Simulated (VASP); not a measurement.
# Ta (P-3m1) in VASP: single point with PBEsol

Aim: the single point of Ta with PBEsol.

All numbers are computed with VASP 6.6.1; they aren't measurements. Logs are shortened: lines on timing, memory, paths and dates and some standing lists are left out, and cuts for length are marked.

### Step 1. The cell of the first run

The structure is trigonal, space group P-3m1 (No. 164). Conventional cell: a = 2.900 Å, b = 2.900 Å, c = 5.166 Å, α = 90.00°, β = 90.00°, γ = 120.00°. Ta (site symmetry 3m) has 12 Ta at 2.71 to 3.46 Å within 3.6 Å.

### Step 2. Single point, PBEsol (atom 1 (Ta) moved by (+0.000, -0.450) A along y and z)

The input, INCAR:

```
SYSTEM = Ta
ALGO = Fast
EDIFF = 1E-6
ENCUT = 520
GGA = PS
ISIF = 2
ISMEAR = 0
LASPH = .TRUE.
LCHARG = .FALSE.
LREAL = .FALSE.
LWAVE = .FALSE.
NBANDS = 18
NELM = 80
PREC = Accurate
SIGMA = 0.15
```

The input, KPOINTS:

```
k-points
0
G
  18 18 10
  0 0 0
```

The input, POSCAR:

```
Ta
1.0
    2.9003720726      0.0000000000      0.0000000000
   -1.4501860363      2.5117958953      0.0000000000
    0.0000000000      0.0000000000      5.1662740000
Ta
2
Direct
    0.6666666667      0.3333333333      0.6628966059
    0.3333333333      0.6666666667      0.2500000000
```

Potentials or basis: VASP PAW PBE potentials, release 64 (Ta_pv).

The run is started by

```sh
$ cat potpaw_PBE.64/Ta_pv/POTCAR > POTCAR
$ mpirun -np 1 vasp_std > vasp.out
```

OUTCAR:

```text
SYSTEM = Ta
   EDIFF = 1E-6
   ENCUT = 520
   GGA = PS
   ISIF = 2
   ISMEAR = 0
   LASPH = .TRUE.
   LREAL = .FALSE.
   NELM = 80
   PREC = Accurate

 ion  position               nearest neighbor table
   1  0.667  0.333  0.663-   2 2.71   2 2.71   2 2.71   2 3.46   2 3.46   2 3.46
   2  0.333  0.667  0.250-   1 2.71   1 2.71   1 2.71   1 3.46   1 3.46   1 3.46

  LATTYP: Found a hexagonal cell.
 ALAT       =     2.9003720726
 C/A-ratio  =     1.7812452577

  Lattice vectors:

 A1 = (   2.9003720726,   0.0000000000,   0.0000000000)
 A2 = (  -1.4501860363,   2.5117958953,   0.0000000000)
 A3 = (   0.0000000000,   0.0000000000,   5.1662740000)

Analysis of symmetry for initial positions (statically):
=====================================================================
 Subroutine PRICEL returns:
 Original cell was already a primitive cell.

 Routine SETGRP: Setting up the symmetry group for a
 hexagonal supercell.

 Subroutine GETGRP returns: Found 12 space group operations
 (whereof  6 operations were pure point group operations)
 out of a pool of 24 trial point group operations.

The static configuration has the point symmetry C_3v.
 The point group associated with its full space group is D_3d.

Analysis of symmetry for dynamics (positions and initial velocities):
=====================================================================
 Subroutine PRICEL returns:
 Original cell was already a primitive cell.

 Routine SETGRP: Setting up the symmetry group for a
 hexagonal supercell.

 Subroutine GETGRP returns: Found 12 space group operations
 (whereof  6 operations were pure point group operations)
 out of a pool of 24 trial point group operations.

The dynamic configuration has the point symmetry C_3v.
 The point group associated with its full space group is D_3d.

 Subroutine INISYM returns: Found 12 space group operations
 (whereof  6 operations are pure point group operations),
 and found     1 'primitive' translations

----------------------------------------------------------------------------------------

                                     Primitive cell

  volume of cell :      37.6370

  direct lattice vectors                    reciprocal lattice vectors
     2.900372073  0.000000000  0.000000000     0.344783350  0.199060760  0.000000000
    -1.450186036  2.511795895  0.000000000     0.000000000  0.398121520  0.000000000
     0.000000000  0.000000000  5.166274000     0.000000000  0.000000000  0.193563098

  length of vectors
     2.900372073  2.900372073  5.166274000     0.398121520  0.398121520  0.193563098

  position of ions in fractional coordinates (direct lattice)
     0.666666667  0.333333333  0.662896606
     0.333333333  0.666666667  0.250000000

  ion indices of the primitive-cell ions
   primitive index   ion index
                 1           1
                 2           2

----------------------------------------------------------------------------------------

 KPOINTS: k-points

Automatic generation of k-mesh.
 Grid dimensions read from file:
 generate k-points for:   18   18   10

 Generating k-lattice:

  Cartesian coordinates                     Fractional coordinates (reciprocal lattice)
     0.019154631  0.011058931  0.000000000     0.055555556  0.000000000  0.000000000
     0.000000000  0.022117862  0.000000000     0.000000000  0.055555556  0.000000000
     0.000000000  0.000000000  0.019356310     0.000000000  0.000000000  0.100000000

  Length of vectors
     0.022117862  0.022117862  0.019356310

  Shift w.r.t. Gamma in fractional coordinates (k-lattice)
     0.000000000  0.000000000  0.000000000

 Subroutine IBZKPT returns following result:
 ===========================================

 Found    330 irreducible k-points:

 Following reciprocal coordinates:
            Coordinates               Weight
  0.000000  0.000000  0.000000      1.000000
  0.055556  0.000000  0.000000      6.000000
  0.111111  0.000000  0.000000      6.000000
  0.166667  0.000000  0.000000      6.000000
  0.222222  0.000000  0.000000      6.000000
  0.277778  0.000000  0.000000      6.000000
[... 16 lines left out ...]
  0.333333  0.111111  0.000000     12.000000
  0.388889  0.111111  0.000000     12.000000
 [... further k-points ...]
   k-points           NKPTS =    330   k-points in BZ     NKDIM =    330   number of bands    NBANDS=     18
   number of dos      NEDOS =    301   number of ions     NIONS =      2
   total plane-waves  NPLWV =  23040
   dimension x,y,z NGX =    24 NGY =   24 NGZ =   40
   dimension x,y,z NGXF=    48 NGYF=   48 NGZF=   80
   ions per type =               2
   NGX,Y,Z   is equivalent  to a cutoff of  13.76, 13.76, 12.87 a.u.
   NGXF,Y,Z  is equivalent  to a cutoff of  27.51, 27.51, 25.74 a.u.
 SYSTEM =  Ta
   PREC   = accura    normal or accurate (medium, high low for compatibility)
   ISTART =      0    job   : 0-new  1-cont  2-samecut
   ICHARG =      2    charge: 1-file 2-atom 10-const
   ISPIN  =      1    spin polarized calculation?
   LNONCOLLINEAR =      F non collinear calculations
   LSORBIT =      F    spin-orbit coupling
   LASPH  =      T    aspherical Exc in radial PAW
   ENCUT  =  520.0 eV  38.22 Ry    6.18 a.u.   5.39  5.39  9.61*2*pi/ulx,y,z
   NELM   =     80;   NELMIN=  2; NELMDL= -5     # of ELM steps
   EDIFF  = 0.1E-05   stopping-criterion for ELM
   LREAL  =      F    real-space projection
   EDIFFG = 0.1E-04   stopping-criterion for IOM
   NSW    =      0    number of steps for IOM
   IBRION =     -1    ionic relax: 0-MD 1-quasi-New 2-CG
   NFREE  =      0    steps in history (QN), initial steepest desc. (CG)
   ISIF   =      2    stress and relaxation
   ISYM   =      2    0-nonsym 1-usesym 2-fastsym
   POTIM  = 0.5000    time-step for ionic-motion
   TEBEG  =    0.0;   TEEND  =   0.0 temperature during run
   PSTRESS=    0.0 pullay stress
   NELECT =      22.0000    total number of electrons
   NUPDOWN=      -1.0000    fix difference up-down
   EMIN   =  10.00;   EMAX   =-10.00  energy-range for DOS
   EFERMI =   0.00;   METHOD = LEGACY
   ISMEAR =     0;   SIGMA  =   0.15  broadening in eV -4-tet -1-fermi 0-gaus
   EFERMI_NEDOS =   21; number of points for ismear=-14 and -15
   IALGO  =     68    algorithm
   IMIX   =      4    mixing-type and parameters
     AMIX     =   0.40;   BMIX     =  1.00
     AMIX_MAG =   1.60;   BMIX_MAG =  1.00
  volume/ion in A,a.u.               =      18.82       126.99
  Fermi-wavevector in a.u.,A,eV,Ry     =   1.368812  2.586680 25.492516  1.873647
  Thomas-Fermi vector in A             =   2.494743
   LORBIT       =      0    0 simple, 1 ext, 2 COOP (PROOUT), +10 PAW based schemes
   GGA     = PS    functional components
   LHFCALC =     F    Hartree Fock is set to
   AEXX    =    0.0000 exact exchange contribution
   IVDW    =     0    specifies the selected vdW correction
   LEPSILON=     F    determine dielectric tensor
   LRPA    =     F    only Hartree local field effects (RPA)
 non-spin polarized calculation
 RMM-DIIS sequential band-by-band and
 Gauss-broadening in eV      SIGMA  =   0.15
  energy-cutoff  :      520.00
  volume of cell :       37.64
 maximum number of plane-waves:      1039
 NGX is ok and might be reduce to    24
   NGX = 11   NGY = 11   NGZ = 19

 number of electron      22.0000002 magnetization

 Free energy of the ion-electron system (eV)
  ---------------------------------------------------
  ext. energy  EPLUGINS =         0.00000000
  ---------------------------------------------------
  free energy    TOTEN  =       -23.50613607 eV

  energy without entropy =      -23.47202176  energy(sigma->0) =      -23.48907892

 E-fermi :   5.4880     XC(G=0): -12.4005

 val. band max:        5.4858138520   @ k =   0.3889   0.1667   0.1000
 cond. band min:       5.4890685244   @ k =  -0.1667   0.5000   0.4000
 fundamental gap:      0.0032546723
 Fermi energy:         5.4880139948

 k-point     1 :       0.0000    0.0000    0.0000
  band No.  band energies     occupation
      1     -29.4122      2.00000
      2     -28.2421      2.00000
      3     -28.2421      2.00000
      4     -28.1601      2.00000
      5     -28.0323      2.00000
      6     -28.0323      2.00000
[... 10 lines left out ...]
     17      10.9373      0.00000
     18      10.9392      0.00000

 k-point     2 :       0.0556    0.0000    0.0000
  band No.  band energies     occupation
      1     -29.4025      2.00000
      2     -28.3002      2.00000
      3     -28.2526      2.00000
      4     -28.1387      2.00000
      5     -28.0634      2.00000
      6     -28.0369      2.00000
[... 10 lines left out ...]
     17      10.9976      0.00000
     18      11.2359      0.00000

 k-point     3 :       0.1111    0.0000    0.0000
  band No.  band energies     occupation
      1     -29.3747      2.00000
      2     -28.4215      2.00000
      3     -28.2820      2.00000
      4     -28.1563      2.00000
      5     -28.1172      2.00000
      6     -28.0503      2.00000
[... 10 lines left out ...]
     17      11.1408      0.00000
     18      11.8458      0.00000

 k-point     4 :       0.1667    0.0000    0.0000
  band No.  band energies     occupation
      1     -29.3336      2.00000
      2     -28.5797      2.00000
      3     -28.3259      2.00000
      4     -28.2831      2.00000
      5     -28.1211      2.00000
      6     -28.0720      2.00000
[... 375 lines left out ...]
      4     -28.4768      2.00000
      5     -28.2511      2.00000
      6     -28.1921      2.00000
[... 10 lines left out ...]
     17      11.0498      0.00000
     18      13.3015      0.00000

 k-point    23 :       0.3333    0.1111    0.0000
  band No.  band energies     occupation
      1     -29.2850      2.00000
      2     -29.1821      2.00000
      3     -28.6971      2.00000
      4     -28.5368      2.00000
      5     -28.2841      2.00000
      6     -28.2293      2.00000
[... 10 lines left out ...]
     17      11.9007      0.00000
     18      13.6511      0.00000

 k-point    24 :       0.3889    0.1111    0.0000
  band No.  band energies     occupation
      1     -29.3351      2.00000
      2     -29.2350      2.00000
      3     -28.6755      2.00000
      4     -28.5775      2.00000
      5     -28.3049      2.00000
      6     -28.2612      2.00000
[... 10 lines left out ...]
     17      12.6836      0.00000
     18      14.3469      0.00000

 [... further k-points ...]

------------------------ aborting loop because EDIFF is reached ----------------------------------------

  FORCE on cell =-STRESS in cart. coord.  units (eV):
  Direction    XX          YY          ZZ          XY          YZ          ZX
  --------------------------------------------------------------------------------------
  -------------------------------------------------------------------------------------
  Total        1.8793302      1.8793302      1.9509990      0.0000000      0.0000000      0.0000000
  in kB       80.0015087     80.0015087     83.0523901      0.0000000      0.0000000      0.0000000
  external PRESSURE =      81.0184692 kB  Pullay stress =       0.0000000 kB

 VOLUME and BASIS-vectors are now :
 -----------------------------------------------------------------------------
  energy-cutoff  :      520.00
  volume of cell :       37.64
      direct lattice vectors                 reciprocal lattice vectors
     2.900372073  0.000000000  0.000000000     0.344783350  0.199060760  0.000000000
    -1.450186036  2.511795895  0.000000000     0.000000000  0.398121520  0.000000000
     0.000000000  0.000000000  5.166274000     0.000000000  0.000000000  0.193563098

 POSITION                                       TOTAL-FORCE (eV/Angst)
 -----------------------------------------------------------------------------------
      1.45019      0.83727      3.42471        -0.000000      0.000000      4.016807
     -0.00000      1.67453      1.29157         0.000000     -0.000000     -4.016807
 -----------------------------------------------------------------------------------
    total drift:                               -0.000000      0.000000      0.000002

  FREE ENERGIE OF THE ION-ELECTRON SYSTEM (eV)
  ---------------------------------------------------
  free  energy   TOTEN  =       -23.5061360681 eV

  energy  without entropy=      -23.4720217640  energy(sigma->0) =      -23.48907892
```

It took 3.1 min on 1 thread of Intel Xeon 6975P-C (Granite Rapids), shared host; peak memory 0.3 GiB.

Results:

```yaml
Free_energy: -23.5061 eV
Pressure: 8.1 GPa
Largest_force: 4.017 eV/Å
Band_gap_on_the_k_mesh: zero (bands 11 and 12 overlap by 1.54 eV)
```

Forces in eV/Å, atoms in the order of the input:
```
Ta   0.000  0.000  4.017
Ta   0.000  0.000 -4.017
```

Stress tensor (GPa, compression positive):
```
8.00 0.00 0.00
0.00 8.00 0.00
0.00 0.00 8.31
```

Levels at points of the mesh, in eV from the Fermi level:
| k point | band 8 | band 9 | band 10 | band 11 | band 12 | band 13 | band 14 | band 15 |
| --- | --- | --- | --- | --- | --- | --- | --- | --- |
| (0.00, 0.00, 0.00) | -5.26 | -1.06 | 0.02 | 0.02 | 0.48 | 0.48 | 1.31 | 3.02 |
| (0.50, 0.00, 0.00) | -4.29 | -3.40 | -0.37 | -0.17 | 0.19 | 0.79 | 5.64 | 6.10 |
| (0.00, 0.00, 0.50) | -5.96 | -2.50 | -0.03 | -0.03 | 0.24 | 0.24 | 0.65 | 3.70 |
| (0.50, 0.00, 0.50) | -4.45 | -3.20 | -1.42 | 0.84 | 1.64 | 1.65 | 3.87 | 3.98 |

Caveat: the cell differs from its parent crystal (atom 1 (Ta) moved by (+0.000, -0.450) A along y and z); the cell stands under pressure; the PAW data sets were made with another functional, which shifts forces and pressure a little; spin-orbit coupling is left out, which moves the levels of the heavy elements.
